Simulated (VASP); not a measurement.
# Sn in VASP: single point with PBE

Aim: the single point of Sn with PBE.

Program: VASP 6.6.1. These are calculated values, not measurements. Logs are shortened: lines on timing, memory, paths and dates and some standing lists are left out, and cuts for length are marked.

## (1) The cell of the first run

The cell holds a slab with vacuum, 10 atoms: a = 3.214 Å, b = 5.946 Å, c = 26.892 Å, α = 90.00°, β = 90.00°, γ = 90.00°.

## (2) Single point, PBE

INCAR

```
PREC = Accurate
ENCUT = 520
EDIFF = 1E-6
ISMEAR = 0
SIGMA = 0.1
LREAL = F
LASPH = T
NELM = 100
ALGO = Fast
ISIF = 2
LWAVE = F
LCHARG = F
LDIPOL = T
IDIPOL = 3
DIPOL = 0.5 0.5 0.500
GGA = PE
NBANDS = 81
```

KPOINTS

```
regular mesh
0
Gamma
  11 6 1
```

POSCAR

```
Sn
1.0
    3.2137631472      0.0000000000      0.0000000000
    0.0000000000      5.9459077624      0.0000000000
    0.0000000000      0.0000000000     26.8918155247
Sn
10
Direct
    0.5000000000      0.5000000000      0.2788952644
    0.2500000000      0.0000000000      0.2788952644
    0.0000000000      0.0000000000      0.3894476322
    0.7500000000      0.5000000000      0.3894476322
    0.5000000000      0.5000000000      0.5000000000
    0.2500000000      0.0000000000      0.5000000000
    0.0000000000      0.0000000000      0.6105523678
    0.7500000000      0.5000000000      0.6105523678
    0.5000000000      0.5000000000      0.7211047356
    0.2500000000      0.0000000000      0.7211047356
```

Potentials or basis: VASP PAW PBE potentials, release 64 (Sn_d).

The run is started by

```console
> cat potpaw_PBE.64/Sn_d/POTCAR > POTCAR
> mpirun -np 1 vasp_std > vasp.out
```

OUTCAR:

```text
PREC = Accurate
   ENCUT = 520
   EDIFF = 1E-6
   ISMEAR = 0
   LREAL = F
   LASPH = T
   NELM = 100
   ISIF = 2
   GGA = PE

 ion  position               nearest neighbor table
   1  0.500  0.500  0.279-   4 3.08   2 3.08   2 3.08
   2  0.250  0.000  0.279-   3 3.08   1 3.08   1 3.08
   3  0.000  0.000  0.389-   6 3.08   2 3.08   4 3.08   4 3.08
   4  0.750  0.500  0.389-   5 3.08   1 3.08   3 3.08   3 3.08
   5  0.500  0.500  0.500-   4 3.08   8 3.08   6 3.08   6 3.08
   6  0.250  0.000  0.500-   3 3.08   7 3.08   5 3.08   5 3.08
   7  0.000  0.000  0.611-   6 3.08  10 3.08   8 3.08   8 3.08
   8  0.750  0.500  0.611-   5 3.08   9 3.08   7 3.08   7 3.08
   9  0.500  0.500  0.721-   8 3.08  10 3.08  10 3.08
  10  0.250  0.000  0.721-   7 3.08   9 3.08   9 3.08

  LATTYP: Found a simple orthorhombic cell.
 ALAT       =     3.2137631472
 B/A-ratio  =     1.8501387595
 C/A-ratio  =     8.3677029989

  Lattice vectors:

 A1 = (   3.2137631472,   0.0000000000,   0.0000000000)
 A2 = (   0.0000000000,   5.9459077624,   0.0000000000)
 A3 = (   0.0000000000,   0.0000000000,  26.8918155247)

Analysis of symmetry for initial positions (statically):
=====================================================================
 Subroutine PRICEL returns:
 Original cell was already a primitive cell.

 Routine SETGRP: Setting up the symmetry group for a
 simple orthorhombic supercell.

 Subroutine GETGRP returns: Found  8 space group operations
 (whereof  4 operations were pure point group operations)
 out of a pool of  8 trial point group operations.

The static configuration has the point symmetry C_2v.
 The point group associated with its full space group is D_2h.

Analysis of symmetry for dynamics (positions and initial velocities):
=====================================================================
 Subroutine PRICEL returns:
 Original cell was already a primitive cell.

 Routine SETGRP: Setting up the symmetry group for a
 simple orthorhombic supercell.

 Subroutine GETGRP returns: Found  8 space group operations
 (whereof  4 operations were pure point group operations)
 out of a pool of  8 trial point group operations.

The dynamic configuration has the point symmetry C_2v.
 The point group associated with its full space group is D_2h.

 Subroutine INISYM returns: Found  8 space group operations
 (whereof  4 operations are pure point group operations),
 and found     1 'primitive' translations

----------------------------------------------------------------------------------------

                                     Primitive cell

  volume of cell :     513.8687

  direct lattice vectors                    reciprocal lattice vectors
     3.213763147  0.000000000  0.000000000     0.311161699  0.000000000  0.000000000
     0.000000000  5.945907762  0.000000000     0.000000000  0.168182898  0.000000000
     0.000000000  0.000000000 26.891815525     0.000000000  0.000000000  0.037186035

  length of vectors
     3.213763147  5.945907762 26.891815525     0.311161699  0.168182898  0.037186035

  position of ions in fractional coordinates (direct lattice)
     0.500000000  0.500000000  0.278895264
     0.250000000  0.000000000  0.278895264
     0.000000000  0.000000000  0.389447632
     0.750000000  0.500000000  0.389447632
     0.500000000  0.500000000  0.500000000
     0.250000000  0.000000000  0.500000000
     0.000000000  0.000000000  0.610552368
     0.750000000  0.500000000  0.610552368
     0.500000000  0.500000000  0.721104736
     0.250000000  0.000000000  0.721104736

  ion indices of the primitive-cell ions
   primitive index   ion index
                 1           1
                 2           2
                 3           3
                 4           4
                 5           5
                 6           6
                 7           7
                 8           8
                 9           9
                10          10

----------------------------------------------------------------------------------------

 KPOINTS: regular mesh

Automatic generation of k-mesh.
 Grid dimensions read from file:
 generate k-points for:   11    6    1

 Generating k-lattice:

  Cartesian coordinates                     Fractional coordinates (reciprocal lattice)
     0.028287427  0.000000000  0.000000000     0.090909091  0.000000000  0.000000000
     0.000000000  0.028030483  0.000000000     0.000000000  0.166666667  0.000000000
     0.000000000  0.000000000  0.037186035     0.000000000  0.000000000  1.000000000

  Length of vectors
     0.028287427  0.028030483  0.037186035

  Shift w.r.t. Gamma in fractional coordinates (k-lattice)
     0.000000000  0.000000000  0.000000000

 Subroutine IBZKPT returns following result:
 ===========================================

 Found     24 irreducible k-points:

 Following reciprocal coordinates:
            Coordinates               Weight
  0.000000  0.000000  0.000000      1.000000
  0.090909  0.000000  0.000000      2.000000
  0.181818  0.000000  0.000000      2.000000
  0.272727  0.000000  0.000000      2.000000
  0.363636  0.000000  0.000000      2.000000
  0.454545  0.000000  0.000000      2.000000
[... 16 lines left out ...]
  0.363636  0.500000  0.000000      2.000000
  0.454545  0.500000  0.000000      2.000000
   k-points           NKPTS =     24   k-points in BZ     NKDIM =     24   number of bands    NBANDS=     81
   number of dos      NEDOS =    301   number of ions     NIONS =     10
   total plane-waves  NPLWV = 230400
   dimension x,y,z NGX =    24 NGY =   48 NGZ =  200
   dimension x,y,z NGXF=    48 NGYF=   96 NGZF=  400
   ions per type =              10
   NGX,Y,Z   is equivalent  to a cutoff of  12.42, 13.42, 12.36 a.u.
   NGXF,Y,Z  is equivalent  to a cutoff of  24.83, 26.84, 24.73 a.u.
 SYSTEM =  unknown system
   PREC   = accura    normal or accurate (medium, high low for compatibility)
   ISTART =      0    job   : 0-new  1-cont  2-samecut
   ICHARG =      2    charge: 1-file 2-atom 10-const
   ISPIN  =      1    spin polarized calculation?
   LNONCOLLINEAR =      F non collinear calculations
   LSORBIT =      F    spin-orbit coupling
   LASPH  =      T    aspherical Exc in radial PAW
   ENCUT  =  520.0 eV  38.22 Ry    6.18 a.u.   5.98 11.06 50.00*2*pi/ulx,y,z
   NELM   =    100;   NELMIN=  2; NELMDL= -5     # of ELM steps
   EDIFF  = 0.1E-05   stopping-criterion for ELM
   LREAL  =      F    real-space projection
   EDIFFG = 0.1E-04   stopping-criterion for IOM
   NSW    =      0    number of steps for IOM
   IBRION =     -1    ionic relax: 0-MD 1-quasi-New 2-CG
   NFREE  =      0    steps in history (QN), initial steepest desc. (CG)
   ISIF   =      2    stress and relaxation
   ISYM   =      2    0-nonsym 1-usesym 2-fastsym
   POTIM  = 0.5000    time-step for ionic-motion
   TEBEG  =    0.0;   TEEND  =   0.0 temperature during run
   PSTRESS=    0.0 pullay stress
   NELECT =     140.0000    total number of electrons
   NUPDOWN=      -1.0000    fix difference up-down
   EMIN   =  10.00;   EMAX   =-10.00  energy-range for DOS
   EFERMI =   0.00;   METHOD = LEGACY
   ISMEAR =     0;   SIGMA  =   0.10  broadening in eV -4-tet -1-fermi 0-gaus
   EFERMI_NEDOS =   21; number of points for ismear=-14 and -15
   IALGO  =     68    algorithm
   IMIX   =      4    mixing-type and parameters
     AMIX     =   0.40;   BMIX     =  1.00
     AMIX_MAG =   1.60;   BMIX_MAG =  1.00
  volume/ion in A,a.u.               =      51.39       346.78
  Fermi-wavevector in a.u.,A,eV,Ry     =   1.061288  2.005544 15.324695  1.126333
  Thomas-Fermi vector in A             =   2.196699
   LORBIT       =      0    0 simple, 1 ext, 2 COOP (PROOUT), +10 PAW based schemes
   GGA     = PE    functional components
   LHFCALC =     F    Hartree Fock is set to
   AEXX    =    0.0000 exact exchange contribution
   IVDW    =     0    specifies the selected vdW correction
   LEPSILON=     F    determine dielectric tensor
   LRPA    =     F    only Hartree local field effects (RPA)
 non-spin polarized calculation
 RMM-DIIS sequential band-by-band and
 Gauss-broadening in eV      SIGMA  =   0.10
  energy-cutoff  :      520.00
  volume of cell :      513.87
 maximum number of plane-waves:     13940
 NGX is ok and might be reduce to    24
   NGX = 11   NGY = 23   NGZ =101

 number of electron     140.0000028 magnetization

 dipolmoment           0.000000      0.000000     -0.000000 electrons x Angstroem

 Free energy of the ion-electron system (eV)
  ---------------------------------------------------
  ext. energy  EPLUGINS =         0.00000000
  ---------------------------------------------------
  free energy    TOTEN  =       -37.06864009 eV

  energy without entropy =      -37.04251531  energy(sigma->0) =      -37.05557770

 E-fermi :   2.2633     XC(G=0):  -6.1307

 val. band max:        2.2274019689   @ k =   0.0909   0.3333   0.0000
 cond. band min:       2.2678954415   @ k =   0.4545   0.0000   0.0000
 fundamental gap:      0.0404934726
 Fermi energy:         2.2632846862

 k-point     1 :       0.0000    0.0000    0.0000
  band No.  band energies     occupation
      1     -19.2941      2.00000
      2     -19.2775      2.00000
      3     -19.2606      2.00000
      4     -19.2541      2.00000
      5     -19.2503      2.00000
      6     -19.2409      2.00000
[... 73 lines left out ...]
     80       7.4655      0.00000
     81       7.7244      0.00000

 k-point     2 :       0.0909    0.0000    0.0000
  band No.  band energies     occupation
      1     -19.2926      2.00000
      2     -19.2755      2.00000
      3     -19.2532      2.00000
      4     -19.2435      2.00000
      5     -19.2390      2.00000
      6     -19.2280      2.00000
[... 73 lines left out ...]
     80       6.7619      0.00000
     81       7.0817      0.00000
[... 1762 lines left out ...]
     80       4.7739      0.00000
     81       5.3202      0.00000

 k-point    24 :       0.4545    0.5000    0.0000
  band No.  band energies     occupation
      1     -19.2366      2.00000
      2     -19.2366      2.00000
      3     -19.2321      2.00000
      4     -19.2321      2.00000
      5     -19.2168      2.00000
      6     -19.2168      2.00000
[... 73 lines left out ...]
     80       5.3082      0.00000
     81       5.4484      0.00000

------------------------ aborting loop because EDIFF is reached ----------------------------------------

 vacuum level on the upper side and lower side of the slab       (xc-potential included)        -0.149        -0.149

  FORCE on cell =-STRESS in cart. coord.  units (eV):
  Direction    XX          YY          ZZ          XY          YZ          ZX
  --------------------------------------------------------------------------------------
  -------------------------------------------------------------------------------------
  Total       -1.5753696     -2.1854907     -0.5702373      0.0000000      0.0000000      0.0000000
  in kB       -4.9118025     -6.8140825     -1.7779275      0.0000000      0.0000000      0.0000000
  external PRESSURE =      -4.5012708 kB  Pullay stress =       0.0000000 kB

 VOLUME and BASIS-vectors are now :
 -----------------------------------------------------------------------------
  energy-cutoff  :      520.00
  volume of cell :      513.87
      direct lattice vectors                 reciprocal lattice vectors
     3.213763147  0.000000000  0.000000000     0.311161699  0.000000000  0.000000000
     0.000000000  5.945907762  0.000000000     0.000000000  0.168182898  0.000000000
     0.000000000  0.000000000 26.891815525     0.000000000  0.000000000  0.037186035

 POSITION                                       TOTAL-FORCE (eV/Angst)
 -----------------------------------------------------------------------------------
      1.60688      2.97295      7.50000         0.049084      0.000000      0.046037
      0.80344      0.00000      7.50000        -0.049084     -0.000000      0.046037
      0.00000      0.00000     10.47295         0.044101      0.000000     -0.054222
      2.41032      2.97295     10.47295        -0.044101      0.000000     -0.054222
      1.60688      2.97295     13.44591         0.014818      0.000000      0.000000
      0.80344      0.00000     13.44591        -0.014818      0.000000      0.000000
      0.00000      0.00000     16.41886         0.044101      0.000000      0.054222
      2.41032      2.97295     16.41886        -0.044101      0.000000      0.054222
      1.60688      2.97295     19.39182         0.049084      0.000000     -0.046037
      0.80344      0.00000     19.39182        -0.049084     -0.000000     -0.046037
 -----------------------------------------------------------------------------------
    total drift:                                0.000000      0.000000     -0.000000

  FREE ENERGIE OF THE ION-ELECTRON SYSTEM (eV)
  ---------------------------------------------------
  free  energy   TOTEN  =       -37.0686400883 eV

  energy  without entropy=      -37.0425153069  energy(sigma->0) =      -37.05557770

 vacuum level on the upper side and lower side of the slab         6.278         6.278
```

Run time: 40 min. Hardware: 1 thread of Oxide Virtual Turin-like, shared host; peak memory 0.87 GiB.

What came out:

| Property | Result |
| --- | --- |
| Free energy | -37.0686 eV |
| Largest force | 0.070 eV/Å |
| Band gap on the k mesh | zero (bands 70 and 71 overlap by 2.06 eV) |

Forces on the atoms (eV/Å):
```
Sn   0.049  0.000  0.046
Sn  -0.049  0.000  0.046
Sn   0.044  0.000 -0.054
Sn  -0.044  0.000 -0.054
Sn   0.015  0.000  0.000
Sn  -0.015  0.000  0.000
Sn   0.044  0.000  0.054
Sn  -0.044  0.000  0.054
Sn   0.049  0.000 -0.046
Sn  -0.049  0.000 -0.046
```

Levels at points of the mesh, in eV from the Fermi level:
```csv
k point,band 67,band 68,band 69,band 70,band 71,band 72
"(0.00, 0.00, 0.00)",-2.11,-1.17,-0.66,0.42,1.39,2.43
"(0.00, 0.50, 0.00)",0.20,0.20,0.66,0.66,1.13,1.13
```

Caveat: spin-orbit coupling is left out, which moves the levels of the heavy elements.

The gap in the log of VASP goes by the Fermi energy; the results here count the filled bands.